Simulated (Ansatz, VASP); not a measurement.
# One calculation of BN, two programs

```
B N
1.0
     2.56025    0.00000    0.00000
    -1.28012    2.21724    0.00000
     0.00000    0.00000    4.23485
B N
2 2
Cartesian
  1.2801 0.7391 0.0007
  0.0000 1.4782 2.1181
  1.2801 0.7391 1.5874
  0.0000 1.4782 3.7048
```

Alike in both runs: task relaxation of the atoms; functional r2SCAN; k mesh 12 × 12 × 8; occupations fermi-dirac, width 0.02 eV; no spin polarisation.

```csv
,VASP,Ansatz
version,VASP 6.6.1,Ansatz 0.2.0
potentials or method,"VASP PAW PBE potentials, release 64 (B, N), cutoff 520 eV",PAW plane waves
valence electrons in the cell,16,16
```

```tsv
	VASP	Ansatz	Ansatz less VASP
gap on the k mesh at the Fermi level, each at its own relaxed structure (eV)	5.75	5.77	+0.025
```

VASP's potentials were made for PBE, not for r2SCAN. Ansatz's warnings: stress scf threshold loose.

Noted on VASP's run: the relaxation stopped at its first step, so nothing moved.
